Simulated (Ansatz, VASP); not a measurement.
# Si in VASP and in Ansatz

Contents of POSCAR:

```
Si
1.0
    0.0000000000      2.7227277380      2.7227277380
    2.7227277380      0.0000000000      2.7227277380
    2.7227277380      2.7227277380      0.0000000000
Si
2
Direct
    0.5000000000      0.5000000000      0.5000000000
    0.7500000000      0.7500000000      0.7500000000
```

The input INCAR.step1:

```
ALGO     = Normal         # electronic algorithm
EDIFF    = 1E-4           # SCF threshold, eV
ENCUT    = 520            # plane-wave cutoff, eV
GGA      = PE             # functional
ISMEAR   = 1              # smearing method
LASPH    = T              # aspherical terms in the spheres
LCHARG   = F              # write CHGCAR
LREAL    = F              # projectors in reciprocal space
LWAVE    = T              # write WAVECAR
NBANDS   = 11             # bands
NELM     = 60             # most SCF steps
PREC     = Accurate       # precision mode
SIGMA    = 0.3            # smearing width, eV
```

Contents of INCAR.step2:

```
ALGO     = Normal         # electronic algorithm
EDIFF    = 1E-6           # SCF threshold, eV
ENCUT    = 520            # plane-wave cutoff, eV
ISIF     = 2              # what is computed and relaxed
ISMEAR   = 1              # smearing method
ISTART   = 1            
LASPH    = T              # aspherical terms in the spheres
LCHARG   = T              # write CHGCAR
LELF     = T              # ELF
LMIXTAU  = T            
LREAL    = F              # projectors in reciprocal space
LVHAR    = T            
LWAVE    = F              # write WAVECAR
METAGGA  = R2SCAN         # meta-GGA
NBANDS   = 11             # bands
NELM     = 60             # most SCF steps
PREC     = Accurate       # precision mode
SIGMA    = 0.3            # smearing width, eV
```

Contents of KPOINTS:

```
k-points
0
Gamma
  10 10 10
```

Input for Ansatz:

```yaml
crystal:
  lattice:
    - [0.0, 2.722727738, 2.722727738]
    - [2.722727738, 0.0, 2.722727738]
    - [2.722727738, 2.722727738, 0.0]
  atoms:
    - { symbol: Si, position: [0.5, 0.5, 0.5] }
    - { symbol: Si, position: [0.75, 0.75, 0.75] }
hamiltonian:
  xc: r2scan
  pseudopotentials:
    kind: paw
    azcp:
      Si: "pseudopotentials/Si.paw.azcp"
basis:
  ecutwfc: 500
  fft_grid_basis: typed
kpoints:
  mp_grid: { grid: [10, 10, 10], shift: [0, 0, 0] }
magnetization:
  spin_polarized: false
scf:
  occupations: { method: cold, width: 0.3 }
  lower_state_search: "off"
output:
  stress: true
```

Alike in both runs: task single point; functional r2SCAN; k mesh 10 × 10 × 10; no spin polarisation.

|  | VASP | Ansatz |
| --- | --- | --- |
| version | VASP 6.6.1 | Ansatz 0.2.0 |
| potentials or method | VASP PAW PBE potentials, release 64 (Si), cutoff 520 eV | plane waves (500 eV) with PAW, scalar-relativistic |
| occupations | methfessel-paxton of order 1, width 0.3 eV | cold, width 0.3 eV |
| valence electrons in the cell | 8 | 8 |

```csv
,VASP,Ansatz,Ansatz less VASP
pressure (GPa),-0.3,-0.1,+0.24
```

VASP's potentials were made for PBE, not for r2SCAN.
